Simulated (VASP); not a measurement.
# Ta4O in VASP: a series of runs

Ta4O is run at these levels: PBE; tasks: single point.

Program: VASP 6.6.1. These are calculated values, not measurements. Logs are shortened: lines on timing, memory, paths and dates and some standing lists are left out, and cuts for length are marked.

## 1. The cell of the first run

The typed cell holds 5 atoms: a = 5.680 Å, b = 5.680 Å, c = 3.821 Å, α = 90.00°, β = 90.00°, γ = 120.00°.

## 2. Single point, PBE

Contents of INCAR:

```
SYSTEM = Ta4O
  ALGO = Normal
  EDIFF = 1E-6
  ENCUT = 520
  GGA = PE
  ISIF = 2
  ISMEAR = 0
  LASPH = .True.
  LCHARG = .False.
  LREAL = .False.
  LWAVE = .False.
  NBANDS = 33
  NELM = 80
  PREC = Accurate
  SIGMA = 0.1
```

Contents of KPOINTS:

```
k-points
0
Gamma
  6 6 4
  0 0 0
```

Contents of POSCAR:

```
Ta4O
1.0
    5.6795611251      0.0000000000      0.0000000000
   -2.8397805625      4.9186442166      0.0000000000
    0.0000000000      0.0000000000      3.8206828872
Ta O
4 1
Direct
    0.5000230245      0.0000000000      0.5000000000
    0.0000000000      0.5000230245      0.5000000000
    0.4999769755      0.4999769755      0.5000000000
    0.0000000000      0.0000000000      0.5000000000
    0.0000000000      0.0000000000      0.0000000000
```

Potentials or basis: VASP PAW PBE potentials, release 64 (Ta_pv, O).

Started as:

```console
> cat potpaw_PBE.64/Ta_pv/POTCAR potpaw_PBE.64/O/POTCAR > POTCAR
> mpirun -np 1 vasp_std > vasp.out
```

OUTCAR:

```text
SYSTEM = Ta4O
   EDIFF = 1E-6
   ENCUT = 520
   GGA = PE
   ISIF = 2
   ISMEAR = 0
   LASPH = .True.
   LREAL = .False.
   NELM = 80
   PREC = Accurate

 ion  position               nearest neighbor table
   1  0.500  0.000  0.500-   4 2.84   3 2.84   3 2.84   2 2.84   2 2.84   4 2.84
   2  0.000  0.500  0.500-   4 2.84   1 2.84   1 2.84   3 2.84   3 2.84   4 2.84
   3  0.500  0.500  0.500-   4 2.84   1 2.84   1 2.84   2 2.84   2 2.84   4 2.84
   4  0.000  0.000  0.500-   5 1.91   5 1.91   2 2.84   3 2.84   1 2.84   2 2.84   3 2.84   1 2.84

   5  0.000  0.000  0.000-   4 1.91   4 1.91

  LATTYP: Found a hexagonal cell.
 ALAT       =     5.6795611251
 C/A-ratio  =     0.6727074158

  Lattice vectors:

 A1 = (   5.6795611251,   0.0000000000,   0.0000000000)
 A2 = (  -2.8397805625,   4.9186442166,   0.0000000000)
 A3 = (   0.0000000000,   0.0000000000,   3.8206828872)

Analysis of symmetry for initial positions (statically):
=====================================================================
 Subroutine PRICEL returns:
 Original cell was already a primitive cell.

 Routine SETGRP: Setting up the symmetry group for a
 hexagonal supercell.

 Subroutine GETGRP returns: Found 12 space group operations
 (whereof 12 operations were pure point group operations)
 out of a pool of 24 trial point group operations.

The static configuration has the point symmetry D_3h.

Analysis of symmetry for dynamics (positions and initial velocities):
=====================================================================
 Subroutine PRICEL returns:
 Original cell was already a primitive cell.

 Routine SETGRP: Setting up the symmetry group for a
 hexagonal supercell.

 Subroutine GETGRP returns: Found 12 space group operations
 (whereof 12 operations were pure point group operations)
 out of a pool of 24 trial point group operations.

The dynamic configuration has the point symmetry D_3h.

 Subroutine INISYM returns: Found 12 space group operations
 (whereof 12 operations are pure point group operations),
 and found     1 'primitive' translations

----------------------------------------------------------------------------------------

                                     Primitive cell

  volume of cell :     106.7336

  direct lattice vectors                    reciprocal lattice vectors
     5.679561125  0.000000000  0.000000000     0.176069942  0.101654029  0.000000000
    -2.839780563  4.918644217  0.000000000     0.000000000  0.203308057  0.000000000
     0.000000000  0.000000000  3.820682887     0.000000000  0.000000000  0.261733316

  length of vectors
     5.679561125  5.679561125  3.820682887     0.203308057  0.203308057  0.261733316

  position of ions in fractional coordinates (direct lattice)
     0.500023025  0.000000000  0.500000000
     0.000000000  0.500023025  0.500000000
     0.499976975  0.499976975  0.500000000
     0.000000000  0.000000000  0.500000000
     0.000000000  0.000000000  0.000000000

  ion indices of the primitive-cell ions
   primitive index   ion index
                 1           1
                 2           2
                 3           3
                 4           4
                 5           5

----------------------------------------------------------------------------------------

 KPOINTS: k-points

Automatic generation of k-mesh.
 Grid dimensions read from file:
 generate k-points for:    6    6    4

 Generating k-lattice:

  Cartesian coordinates                     Fractional coordinates (reciprocal lattice)
     0.029344990  0.016942338  0.000000000     0.166666667 -0.000000000  0.000000000
     0.000000000  0.033884676  0.000000000     0.000000000  0.166666667  0.000000000
     0.000000000  0.000000000  0.065433329     0.000000000  0.000000000  0.250000000

  Length of vectors
     0.033884676  0.033884676  0.065433329

  Shift w.r.t. Gamma in fractional coordinates (k-lattice)
     0.000000000  0.000000000  0.000000000

 Subroutine IBZKPT returns following result:
 ===========================================

 Found     21 irreducible k-points:

 Following reciprocal coordinates:
            Coordinates               Weight
  0.000000  0.000000  0.000000      1.000000
  0.166667  0.000000  0.000000      6.000000
  0.333333  0.000000  0.000000      6.000000
  0.500000  0.000000  0.000000      3.000000
  0.166667  0.166667  0.000000      6.000000
  0.333333  0.166667  0.000000     12.000000
[... 13 lines left out ...]
  0.333333  0.166667  0.500000     12.000000
  0.333333  0.333333  0.500000      2.000000
   k-points           NKPTS =     21   k-points in BZ     NKDIM =     21   number of bands    NBANDS=     33
   number of dos      NEDOS =    301   number of ions     NIONS =      5
   total plane-waves  NPLWV =  49392
   dimension x,y,z NGX =    42 NGY =   42 NGZ =   28
   dimension x,y,z NGXF=    84 NGYF=   84 NGZF=   56
   ions per type =               4   1
   NGX,Y,Z   is equivalent  to a cutoff of  12.29, 12.29, 12.18 a.u.
   NGXF,Y,Z  is equivalent  to a cutoff of  24.59, 24.59, 24.37 a.u.
 SYSTEM =  Ta4O
   PREC   = accura    normal or accurate (medium, high low for compatibility)
   ISTART =      0    job   : 0-new  1-cont  2-samecut
   ICHARG =      2    charge: 1-file 2-atom 10-const
   ISPIN  =      1    spin polarized calculation?
   LNONCOLLINEAR =      F non collinear calculations
   LSORBIT =      F    spin-orbit coupling
   LASPH  =      T    aspherical Exc in radial PAW
   ENCUT  =  520.0 eV  38.22 Ry    6.18 a.u.  10.56 10.56  7.10*2*pi/ulx,y,z
   NELM   =     80;   NELMIN=  2; NELMDL= -5     # of ELM steps
   EDIFF  = 0.1E-05   stopping-criterion for ELM
   LREAL  =      F    real-space projection
   EDIFFG = 0.1E-04   stopping-criterion for IOM
   NSW    =      0    number of steps for IOM
   IBRION =     -1    ionic relax: 0-MD 1-quasi-New 2-CG
   NFREE  =      0    steps in history (QN), initial steepest desc. (CG)
   ISIF   =      2    stress and relaxation
   ISYM   =      2    0-nonsym 1-usesym 2-fastsym
   POTIM  = 0.5000    time-step for ionic-motion
   TEBEG  =    0.0;   TEEND  =   0.0 temperature during run
   PSTRESS=    0.0 pullay stress
   NELECT =      50.0000    total number of electrons
   NUPDOWN=      -1.0000    fix difference up-down
   EMIN   =  10.00;   EMAX   =-10.00  energy-range for DOS
   EFERMI =   0.00;   METHOD = LEGACY
   ISMEAR =     0;   SIGMA  =   0.10  broadening in eV -4-tet -1-fermi 0-gaus
   EFERMI_NEDOS =   21; number of points for ismear=-14 and -15
   IALGO  =     38    algorithm
   IMIX   =      4    mixing-type and parameters
     AMIX     =   0.40;   BMIX     =  1.00
     AMIX_MAG =   1.60;   BMIX_MAG =  1.00
  volume/ion in A,a.u.               =      21.35       144.05
  Fermi-wavevector in a.u.,A,eV,Ry     =   1.271446  2.402684 21.994822  1.616574
  Thomas-Fermi vector in A             =   2.404378
   LORBIT       =      0    0 simple, 1 ext, 2 COOP (PROOUT), +10 PAW based schemes
   GGA     = PE    functional components
   LHFCALC =     F    Hartree Fock is set to
   AEXX    =    0.0000 exact exchange contribution
   IVDW    =     0    specifies the selected vdW correction
   LEPSILON=     F    determine dielectric tensor
   LRPA    =     F    only Hartree local field effects (RPA)
 non-spin polarized calculation
 Gauss-broadening in eV      SIGMA  =   0.10
  energy-cutoff  :      520.00
  volume of cell :      106.73
 maximum number of plane-waves:      2918
   NGX = 21   NGY = 21   NGZ = 15

 number of electron      50.0000017 magnetization

 Free energy of the ion-electron system (eV)
  ---------------------------------------------------
  ext. energy  EPLUGINS =         0.00000000
  ---------------------------------------------------
  free energy    TOTEN  =       -47.80484424 eV

  energy without entropy =      -47.76527600  energy(sigma->0) =      -47.78506012

 E-fermi :   3.4018     XC(G=0): -10.7981

 val. band max:        3.3811562951   @ k =   0.1667   0.0000   0.5000
 cond. band min:       3.4222135195   @ k =   0.3333   0.0000   0.2500
 fundamental gap:      0.0410572244
 Fermi energy:         3.4018467350

 k-point     1 :       0.0000    0.0000    0.0000
  band No.  band energies     occupation
      1     -31.5182      2.00000
      2     -31.5086      2.00000
      3     -31.5086      2.00000
      4     -31.2672      2.00000
      5     -31.1175      2.00000
      6     -31.1175      2.00000
[... 25 lines left out ...]
     32       6.6414      0.00000
     33       6.8052      0.00000

 k-point     2 :       0.1667    0.0000    0.0000
  band No.  band energies     occupation
      1     -31.4758      2.00000
      2     -31.4641      2.00000
      3     -31.4382      2.00000
      4     -31.2568      2.00000
      5     -31.1255      2.00000
      6     -31.1175      2.00000
[... 25 lines left out ...]
     32       6.2884      0.00000
     33       6.2911      0.00000

 k-point     3 :       0.3333    0.0000    0.0000
  band No.  band energies     occupation
      1     -31.3822      2.00000
      2     -31.3515      2.00000
      3     -31.2361      2.00000
      4     -31.2294      2.00000
      5     -31.1483      2.00000
      6     -31.1176      2.00000
[... 25 lines left out ...]
     32       5.3144      0.00000
     33       5.5793      0.00000

 k-point     4 :       0.5000    0.0000    0.0000
  band No.  band energies     occupation
      1     -31.3232      2.00000
      2     -31.2687      2.00000
      3     -31.2042      2.00000
      4     -31.1714      2.00000
      5     -31.1177      2.00000
      6     -30.9985      2.00000
[... 565 lines left out ...]
     32       6.4780      0.00000
     33       6.4894      0.00000

 k-point    20 :       0.3333    0.1667    0.5000
  band No.  band energies     occupation
      1     -31.3066      2.00000
      2     -31.2534      2.00000
      3     -31.2252      2.00000
      4     -31.2071      2.00000
      5     -31.1719      2.00000
      6     -31.1228      2.00000
[... 25 lines left out ...]
     32       6.2699      0.00000
     33       6.2790      0.00000

 k-point    21 :       0.3333    0.3333    0.5000
  band No.  band energies     occupation
      1     -31.2173      2.00000
      2     -31.2173      2.00000
      3     -31.2038      2.00000
      4     -31.1652      2.00000
      5     -31.1652      2.00000
      6     -31.1170      2.00000
[... 25 lines left out ...]
     32       6.0713      0.00000
     33       6.6517      0.00000

------------------------ aborting loop because EDIFF is reached ----------------------------------------

  FORCE on cell =-STRESS in cart. coord.  units (eV):
  Direction    XX          YY          ZZ          XY          YZ          ZX
  --------------------------------------------------------------------------------------
  -------------------------------------------------------------------------------------
  Total        0.0723672      0.0723672      0.2905599      0.0000000      0.0000000      0.0000000
  in kB        1.0863042      1.0863042      4.3615920      0.0000000      0.0000000      0.0000000
  external PRESSURE =       2.1780668 kB  Pullay stress =       0.0000000 kB

 VOLUME and BASIS-vectors are now :
 -----------------------------------------------------------------------------
  energy-cutoff  :      520.00
  volume of cell :      106.73
      direct lattice vectors                 reciprocal lattice vectors
     5.679561125  0.000000000  0.000000000     0.176069942  0.101654029  0.000000000
    -2.839780563  4.918644217  0.000000000     0.000000000  0.203308057  0.000000000
     0.000000000  0.000000000  3.820682887     0.000000000  0.000000000  0.261733316

 POSITION                                       TOTAL-FORCE (eV/Angst)
 -----------------------------------------------------------------------------------
      2.83991      0.00000      1.91034        -0.000842      0.000000      0.000000
     -1.41996      2.45944      1.91034         0.000421     -0.000729      0.000000
      1.41982      2.45921      1.91034         0.000421      0.000729      0.000000
      0.00000      0.00000      1.91034        -0.000000      0.000000      0.000000
      0.00000      0.00000      0.00000         0.000000      0.000000      0.000000
 -----------------------------------------------------------------------------------
    total drift:                               -0.000000     -0.000000     -0.000000

  FREE ENERGIE OF THE ION-ELECTRON SYSTEM (eV)
  ---------------------------------------------------
  free  energy   TOTEN  =       -47.8048442398 eV

  energy  without entropy=      -47.7652760022  energy(sigma->0) =      -47.78506012
```

It took 64 s on 1 thread of Intel Xeon Platinum 8259CL at 2.50GHz (Skylake/Cascade Lake), shared host; peak memory 0.24 GiB.

Results:

| Item | Value |
| --- | --- |
| Free energy | -47.8048 eV |
| Pressure | 0.2 GPa |
| Band gap on the k mesh | zero (band 25 reaches 4.30 eV, above the bottom of band 26 at 3.16 eV) |

Stress tensor (GPa, compression positive):
```
0.11 0.00 0.00
0.00 0.11 0.00
0.00 0.00 0.44
```

Levels at points of the mesh, in eV from the Fermi level:
| k point | band 23 | band 24 | band 25 | band 26 | band 27 | band 28 |
| --- | --- | --- | --- | --- | --- | --- |
| (0.00, 0.00, 0.00) | -1.10 | -0.97 | 0.03 | 0.03 | 0.83 | 0.83 |
| (0.50, 0.00, 0.00) | -0.62 | -0.42 | -0.40 | -0.24 | 0.02 | 0.13 |
| (0.00, 0.00, 0.50) | -0.11 | -0.11 | 0.90 | 0.90 | 2.18 | 2.74 |
| (0.50, 0.00, 0.50) | -0.72 | -0.34 | -0.25 | -0.17 | -0.09 | 0.67 |

Caveat: the k points lie up to 0.41 Å⁻¹ apart; spin-orbit coupling is left out, which moves the levels of the heavy elements.

## 3. Single point, PBE

This run uses another cell than the first one, of 21.20 Å³/atom, 0.993 times its volume.

Contents of INCAR:

```
PREC     = Accurate       # precision mode
ENCUT    = 520            # plane-wave cutoff, eV
EDIFF    = 1E-6           # SCF threshold, eV
ISMEAR   = 0              # smearing method
SIGMA    = 0.1            # smearing width, eV
LREAL    = False          # projectors in reciprocal space
LASPH    = True           # aspherical terms in the spheres
NELM     = 100            # most SCF steps
ALGO     = Normal         # electronic algorithm
ISIF     = 2              # what is computed and relaxed
LWAVE    = False          # write WAVECAR
LCHARG   = False          # write CHGCAR
GGA      = PE             # functional
NBANDS   = 33             # bands
```

Contents of KPOINTS:

```
regular mesh
0
Gamma
  12 12 10
```

Contents of POSCAR:

```
Ta4O
1.0
    5.6542207678      0.0000000000      0.0000000000
   -2.8271103839      4.8966988236      0.0000000000
    0.0000000000      0.0000000000      3.8287747064
Ta O
4 1
Direct
    0.5000000000      0.0000000000      0.5000000000
    0.0000000000      0.5000000000      0.5000000000
    0.5000000000      0.5000000000      0.5000000000
    0.0000000000      0.0000000000      0.5000000000
    0.0000000000      0.0000000000      0.0000000000
```

Potentials or basis: VASP PAW PBE potentials, release 64 (Ta_pv, O).

Started as:

```console
> cat potpaw_PBE.64/Ta_pv/POTCAR potpaw_PBE.64/O/POTCAR > POTCAR
> mpirun -np 1 vasp_std > vasp.out
```

It took 8.7 min on 1 thread of AMD EPYC 7R13, shared host; peak memory 0.4 GiB.

Results (log left out):

```
Free energy            : -47.7684 eV
Pressure               : 0.2 GPa
Band gap on the k mesh : zero (band 25 reaches 4.33 eV, above the bottom of band 26 at 2.82 eV)
```

Stress tensor (GPa, compression positive):
```
0.03 0.00 0.00
0.00 0.03 0.00
0.00 0.00 0.46
```

Levels at points of the mesh, in eV from the Fermi level:
```tsv
k point	band 22	band 23	band 24	band 25	band 26	band 27	band 28	band 29
(0.00, 0.00, 0.00)	-1.17	-1.17	-1.05	0.06	0.06	0.80	0.80	1.72
(0.50, 0.00, 0.00)	-0.71	-0.64	-0.47	-0.38	-0.31	0.00	0.12	0.45
(0.00, 0.00, 0.50)	-0.68	-0.11	-0.11	0.86	0.86	2.14	2.77	3.30
(0.50, 0.00, 0.50)	-1.08	-0.74	-0.36	-0.27	-0.21	-0.13	0.67	0.81
```

Caveat: spin-orbit coupling is left out, which moves the levels of the heavy elements.
